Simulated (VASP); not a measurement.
# Cu (Fm-3m) in VASP: notebook

The runs below take Cu through relaxation of cell and atoms, with r2SCAN.

Everything below comes from runs of VASP 6.6.1. Logs are shortened: lines on timing, memory, paths and dates and some standing lists are left out, and cuts for length are marked.

## 1. The cell of the first run

The structure is cubic, space group Fm-3m (No. 225). Conventional cell: a = 3.554 Å, b = 3.554 Å, c = 3.554 Å, α = 90.00°, β = 90.00°, γ = 90.00°. Cu (site symmetry m-3m) has 12 Cu at 2.51 Å within 3.3 Å.

## 2. Relaxation of cell and atoms, r2SCAN, target pressure 2 GPa, at which the enthalpy is minimised

Contents of POSCAR:

```
Cu
1.0
    0.0000000000      1.7768994919      1.7768994919
    1.7768994919      0.0000000000      1.7768994919
    1.7768994919      1.7768994919      0.0000000000
Cu
1
Direct
    0.0000000000      0.0000000000      0.0000000000
```

Contents of INCAR.step1:

```
  PREC = Accurate
  ENCUT = 600
  ISMEAR = 0
  SIGMA = 0.1
  LREAL = F
  LASPH = T
  NELM = 60
  GGA = PE
  ALGO = Normal
  EDIFF = 1E-4
  LWAVE = T
  LCHARG = F
```

Contents of INCAR.step2:

```
  PREC = Accurate
  ENCUT = 600
  EDIFF = 1E-7
  ISMEAR = 0
  SIGMA = 0.1
  LREAL = F
  LASPH = T
  NELM = 60
  ALGO = Normal
  ISIF = 3
  LWAVE = F
  LCHARG = F
  METAGGA = R2SCAN
  LMIXTAU = T
  IBRION = 2
  NSW = 70
  EDIFFG = -0.008
  PSTRESS = 20.0
  ISTART = 1
```

Contents of KPOINTS:

```
regular mesh
0
Gamma
  20 20 20
```

Potentials or basis: VASP PAW PBE potentials, release 64 (Cu).

Run with:

```bash
$ cat potpaw_PBE.64/Cu/POTCAR > POTCAR
$ cp INCAR.step1 INCAR
$ mpirun -np 1 vasp_std > vasp.out
$ cp INCAR.step2 INCAR
$ mpirun -np 1 vasp_std > vasp.out
```

OUTCAR:

```text
PREC = Accurate
   ENCUT = 600
   EDIFF = 1E-7
   ISMEAR = 0
   LREAL = F
   LASPH = T
   NELM = 60
   ISIF = 3
   METAGGA = R2SCAN
   IBRION = 2
   NSW = 70
   EDIFFG = -0.008
   PSTRESS = 20.0
   ISTART = 1

 ion  position               nearest neighbor table
   1  0.000  0.000  0.000-

  LATTYP: Found a face centered cubic cell.
 ALAT       =     3.5537989838

  Lattice vectors:

 A1 = (   0.0000000000,   1.7768994919,   1.7768994919)
 A2 = (   1.7768994919,   0.0000000000,   1.7768994919)
 A3 = (   1.7768994919,   1.7768994919,   0.0000000000)

Analysis of symmetry for initial positions (statically):
=====================================================================
 Subroutine PRICEL returns:
 Original cell was already a primitive cell.

 Routine SETGRP: Setting up the symmetry group for a
 face centered cubic supercell.

 Subroutine GETGRP returns: Found 48 space group operations
 (whereof 48 operations were pure point group operations)
 out of a pool of 48 trial point group operations.

The static configuration has the point symmetry O_h .

Analysis of symmetry for dynamics (positions and initial velocities):
=====================================================================
 Subroutine PRICEL returns:
 Original cell was already a primitive cell.

 Routine SETGRP: Setting up the symmetry group for a
 face centered cubic supercell.

 Subroutine GETGRP returns: Found 48 space group operations
 (whereof 48 operations were pure point group operations)
 out of a pool of 48 trial point group operations.

The dynamic configuration has the point symmetry O_h .

 Subroutine INISYM returns: Found 48 space group operations
 (whereof 48 operations are pure point group operations),
 and found     1 'primitive' translations

----------------------------------------------------------------------------------------

                                     Primitive cell

  volume of cell :      11.2207

  direct lattice vectors                    reciprocal lattice vectors
     0.000000000  1.776899492  1.776899492    -0.281389016  0.281389016  0.281389016
     1.776899492  0.000000000  1.776899492     0.281389016 -0.281389016  0.281389016
     1.776899492  1.776899492  0.000000000     0.281389016  0.281389016 -0.281389016

  length of vectors
     2.512915360  2.512915360  2.512915360     0.487380073  0.487380073  0.487380073

  position of ions in fractional coordinates (direct lattice)
     0.000000000  0.000000000  0.000000000

  ion indices of the primitive-cell ions
   primitive index   ion index
                 1           1

----------------------------------------------------------------------------------------

 KPOINTS: regular mesh

Automatic generation of k-mesh.
 Grid dimensions read from file:
 generate k-points for:   20   20   20

 Generating k-lattice:

  Cartesian coordinates                     Fractional coordinates (reciprocal lattice)
    -0.014069451  0.014069451  0.014069451     0.050000000  0.000000000  0.000000000
     0.014069451 -0.014069451  0.014069451     0.000000000  0.050000000  0.000000000
     0.014069451  0.014069451 -0.014069451     0.000000000  0.000000000  0.050000000

  Length of vectors
     0.024369004  0.024369004  0.024369004

  Shift w.r.t. Gamma in fractional coordinates (k-lattice)
     0.000000000  0.000000000  0.000000000

 Subroutine IBZKPT returns following result:
 ===========================================

 Found    256 irreducible k-points:

 Following reciprocal coordinates:
            Coordinates               Weight
  0.000000  0.000000  0.000000      1.000000
  0.050000  0.000000  0.000000      8.000000
  0.100000  0.000000  0.000000      8.000000
  0.150000  0.000000  0.000000      8.000000
  0.200000  0.000000  0.000000      8.000000
  0.250000  0.000000  0.000000      8.000000
[... 16 lines left out ...]
 -0.400000  0.050000  0.000000     24.000000
 -0.350000  0.050000  0.000000     24.000000
 [... further k-points ...]
   k-points           NKPTS =    256   k-points in BZ     NKDIM =    256   number of bands    NBANDS=      9
   number of dos      NEDOS =    301   number of ions     NIONS =      1
   total plane-waves  NPLWV =   8000
   dimension x,y,z NGX =    20 NGY =   20 NGZ =   20
   dimension x,y,z NGXF=    40 NGYF=   40 NGZF=   40
   ions per type =               1
   NGX,Y,Z   is equivalent  to a cutoff of  13.23, 13.23, 13.23 a.u.
   NGXF,Y,Z  is equivalent  to a cutoff of  26.46, 26.46, 26.46 a.u.
 SYSTEM =  unknown system
   PREC   = accura    normal or accurate (medium, high low for compatibility)
   ISTART =      1    job   : 0-new  1-cont  2-samecut
   ICHARG =      0    charge: 1-file 2-atom 10-const
   ISPIN  =      1    spin polarized calculation?
   LNONCOLLINEAR =      F non collinear calculations
   LSORBIT =      F    spin-orbit coupling
   LASPH  =      T    aspherical Exc in radial PAW
   ENCUT  =  600.0 eV  44.10 Ry    6.64 a.u.   5.02  5.02  5.02*2*pi/ulx,y,z
   NELM   =     60;   NELMIN=  2; NELMDL=  0     # of ELM steps
   EDIFF  = 0.1E-06   stopping-criterion for ELM
   LREAL  =      F    real-space projection
   EDIFFG = -.8E-02   stopping-criterion for IOM
   NSW    =     70    number of steps for IOM
   IBRION =      2    ionic relax: 0-MD 1-quasi-New 2-CG
   NFREE  =      1    steps in history (QN), initial steepest desc. (CG)
   ISIF   =      3    stress and relaxation
   ISYM   =      2    0-nonsym 1-usesym 2-fastsym
   POTIM  = 0.5000    time-step for ionic-motion
   TEBEG  =    0.0;   TEEND  =   0.0 temperature during run
   PSTRESS=   20.0 pullay stress
   NELECT =      11.0000    total number of electrons
   NUPDOWN=      -1.0000    fix difference up-down
   EMIN   =  10.00;   EMAX   =-10.00  energy-range for DOS
   EFERMI =   0.00;   METHOD = LEGACY
   ISMEAR =     0;   SIGMA  =   0.10  broadening in eV -4-tet -1-fermi 0-gaus
   EFERMI_NEDOS =   21; number of points for ismear=-14 and -15
   IALGO  =     38    algorithm
   IMIX   =      4    mixing-type and parameters
     AMIX     =   0.40;   BMIX     =  1.00
     AMIX_MAG =   1.60;   BMIX_MAG =  1.00
  volume/ion in A,a.u.               =      11.22        75.72
  Fermi-wavevector in a.u.,A,eV,Ry     =   1.626296  3.073253 35.985204  2.644838
  Thomas-Fermi vector in A             =   2.719278
   LORBIT       =      0    0 simple, 1 ext, 2 COOP (PROOUT), +10 PAW based schemes
   METAGGA = R2SCAN    functional components
   LHFCALC =     F    Hartree Fock is set to
   AEXX    =    0.0000 exact exchange contribution
   IVDW    =     0    specifies the selected vdW correction
   LEPSILON=     F    determine dielectric tensor
   LRPA    =     F    only Hartree local field effects (RPA)
 conjugate gradient relaxation of ions
 non-spin polarized calculation
 Gauss-broadening in eV      SIGMA  =   0.10
  energy-cutoff  :      600.00
  volume of cell :       11.22
 maximum number of plane-waves:       388
   NGX =  9   NGY =  9   NGZ =  9

--------------------------------------- Ionic step        1  -------------------------------------------

 number of electron      11.0000013 magnetization

 Free energy of the ion-electron system (eV)
  ---------------------------------------------------
  ext. energy  EPLUGINS =         0.00000000
  ---------------------------------------------------
  free energy    TOTEN  =       -10.82508341 eV

  energy without entropy =      -10.82391454  energy(sigma->0) =      -10.82449898

------------------------ aborting loop because EDIFF is reached ----------------------------------------

  FORCE on cell =-STRESS in cart. coord.  units (eV):
  Direction    XX          YY          ZZ          XY          YZ          ZX
  --------------------------------------------------------------------------------------
  -------------------------------------------------------------------------------------
  Total        0.2726116      0.2726116      0.2726116      0.0000000      0.0000000     -0.0000000
  in kB       38.9256935     38.9256935     38.9256935      0.0000000      0.0000000     -0.0000000
  external PRESSURE =      18.9256935 kB  Pullay stress =      20.0000000 kB
[... 59 lines left out ...]
  enthalpy is  TOTEN    =       -10.6854761630 eV   P V=        0.1427718100

--------------------------------------- Ionic step        3  -------------------------------------------

 number of electron      11.0000013 magnetization

 Free energy of the ion-electron system (eV)
  ---------------------------------------------------
  ext. energy  EPLUGINS =         0.00000000
  ---------------------------------------------------
  free energy    TOTEN  =       -10.82754565 eV

  energy without entropy =      -10.82637350  energy(sigma->0) =      -10.82695957

 E-fermi :   7.8630     XC(G=0): -14.0116

 val. band max:        7.8616032177   @ k =   0.5000   0.2500   0.1000
 cond. band min:       7.8979509284   @ k =  -0.4500   0.1000   0.0000
 fundamental gap:      0.0363477108
 Fermi energy:         7.8629822749

 k-point     1 :       0.0000    0.0000    0.0000
  band No.  band energies     occupation
      1      -2.0912      2.00000
      2       4.6309      2.00000
      3       4.6309      2.00000
      4       4.6309      2.00000
      5       5.4994      2.00000
      6       5.4994      2.00000
      7      31.6022      0.00000
      8      34.9520      0.00000
      9      34.9522      0.00000
[... 265 lines left out ...]
 k-point    24 :      -0.3500    0.0500    0.0000
  band No.  band energies     occupation
      1       1.9532      2.00000
      2       4.6464      2.00000
      3       4.6895      2.00000
      4       4.8239      2.00000
      5       5.8494      2.00000
      6       6.1557      2.00000
      7      15.7573      0.00000
      8      28.9847      0.00000
      9      31.4768      0.00000

 [... further k-points ...]
[... 5 lines left out ...]
  --------------------------------------------------------------------------------------
  -------------------------------------------------------------------------------------
  Total        0.1367163      0.1367163      0.1367163     -0.0000000     -0.0000000      0.0000000
  in kB       19.2930960     19.2930960     19.2930960     -0.0000000     -0.0000000      0.0000000
  external PRESSURE =      -0.7069040 kB  Pullay stress =      20.0000000 kB
[... 16 lines left out ...]
  FREE ENERGIE OF THE ION-ELECTRON SYSTEM (eV)
  ---------------------------------------------------
  free  energy   TOTEN  =       -10.8275456460 eV

  energy  without entropy=      -10.8263734971  energy(sigma->0) =      -10.82695957

  enthalpy is  TOTEN    =       -10.6858200362 eV   P V=        0.1417256099

 reached required accuracy - stopping structural energy minimisation
```

It took 3 min on 1 thread of AMD EPYC 9R45 (Zen 5), shared host; peak memory 0.13 GiB.

What came out:

* Free energy: -10.8275 eV
* Relaxed volume: 11.35 Å³/atom
* Relaxed cell: a = 2.523 Å, b = 2.523 Å, c = 2.523 Å, α = 60.00°, β = 60.00°, γ = 60.00°
* Space group after relaxing (to 0.1 Å): Fm-3m (No. 225)
* Energy change on relaxing (the run minimises the enthalpy): -2.5 meV/atom
* Ionic steps: 3
* Pressure after relaxing: 1.9 GPa
* Band gap on the k mesh: zero (an odd number of electrons rules out a gap without spin polarisation)

The path:
| step | energy change (eV) | largest force (eV/Å) | pressure (GPa) | volume (Å³) |
| --- | --- | --- | --- | --- |
| 1 | 0.0000 | 0.0000 | 3.89 | 11.22 |
| 2 | -0.0032 | 0.0000 | 0.69 | 11.44 |
| 3 | -0.0025 | 0.0000 | 1.93 | 11.35 |

Final structure:
```
Cu
1.0
     0.00000    1.78388    1.78388
     1.78388    0.00000    1.78388
     1.78388    1.78388    0.00000
Cu
1
Cartesian
  0.0000 0.0000 0.0000
```

Levels at points of the mesh, in eV from the Fermi level:
```tsv
k point	band 3	band 4	band 5	band 6	band 7	band 8	band 9
(0.00, 0.00, 0.00)	-3.23	-3.23	-2.36	-2.36	23.74	27.09	27.09
(0.50, 0.00, 0.00)	-3.28	-1.74	-1.74	-1.14	4.21	22.22	23.81
(0.50, 0.50, 0.00)	-1.77	-1.58	-1.58	1.59	7.75	14.12	14.12
```

Caveat: the cell is relaxed towards a set pressure, so the run minimises the enthalpy, not the energy; the PAW data sets were made with another functional, which shifts forces and pressure a little.

## 3. Relaxation of cell and atoms, r2SCAN

This run uses another cell than the first one, of 11.45 Å³/atom.

Contents of POSCAR:

```
Cu
1.0
    0.0000000000      1.7887153358      1.7887153358
    1.7887153358      0.0000000000      1.7887153358
    1.7887153358      1.7887153358      0.0000000000
Cu
1
Direct
    0.0000000000      0.0000000000      0.0000000000
```

Contents of INCAR.step1:

```
SYSTEM = Cu
PREC = Accurate
ENCUT = 600
ISMEAR = 0
SIGMA = 0.1
LREAL = .FALSE.
LASPH = .TRUE.
NELM = 100
GGA = PE
ALGO = Normal
EDIFF = 1E-4
LWAVE = .TRUE.
LCHARG = .FALSE.
```

Contents of INCAR.step2:

```
SYSTEM = Cu
PREC = Accurate
ENCUT = 600
EDIFF = 1E-7
ISMEAR = 0
SIGMA = 0.1
LREAL = .FALSE.
LASPH = .TRUE.
NELM = 100
ALGO = Normal
ISIF = 3
LWAVE = .FALSE.
LCHARG = .FALSE.
METAGGA = R2SCAN
LMIXTAU = .TRUE.
IBRION = 2
NSW = 100
EDIFFG = -0.005
ISTART = 1
```

Contents of KPOINTS:

```
Automatic mesh
0
G
  20 20 20
  0 0 0
```

Potentials or basis: VASP PAW PBE potentials, release 64 (Cu).

Run with:

```bash
$ cat potpaw_PBE.64/Cu/POTCAR > POTCAR
$ cp INCAR.step1 INCAR
$ mpirun -np 1 vasp_std > vasp.out
$ cp INCAR.step2 INCAR
$ mpirun -np 1 vasp_std > vasp.out
```

It took 3.2 min on 1 thread of AMD EPYC 9R45 (Zen 5), shared host; peak memory 0.13 GiB.

Results (log left out):

- Free energy: -10.8285 eV
- Relaxed volume: 11.48 Å³/atom
- Relaxed cell: a = 2.532 Å, b = 2.532 Å, c = 2.532 Å, α = 60.00°, β = 60.00°, γ = 60.00°
- Space group after relaxing (to 0.1 Å): Fm-3m (No. 225)
- Energy gained by relaxing: 0.1 meV/atom
- Ionic steps: 4
- Pressure after relaxing: 0.0 GPa
- Band gap on the k mesh: zero (an odd number of electrons rules out a gap without spin polarisation)

Final structure:
```xyz
1
Lattice="0.0000 1.7907 1.7907 1.7907 0.0000 1.7907 1.7907 1.7907 0.0000" Properties=species:S:1:pos:R:3 pbc="T T T"
Cu    0.0000    0.0000    0.0000
```

Levels at points of the mesh, in eV from the Fermi level:
| k point | band 2 | band 3 | band 4 | band 5 | band 6 | band 7 | band 8 | band 9 |
| --- | --- | --- | --- | --- | --- | --- | --- | --- |
| (0.00, 0.00, 0.00) | -3.19 | -3.19 | -3.19 | -2.34 | -2.34 | 23.65 | 26.90 | 26.90 |
| (0.50, 0.00, 0.00) | -3.24 | -3.24 | -1.73 | -1.73 | -1.10 | 4.15 | 22.14 | 23.63 |
| (0.50, 0.50, 0.00) | -4.70 | -1.76 | -1.57 | -1.57 | 1.60 | 7.67 | 14.02 | 14.02 |

Caveat: the PAW data sets were made with another functional, which shifts forces and pressure a little.

The gap in the log of VASP goes by the Fermi energy; the results here count the filled bands.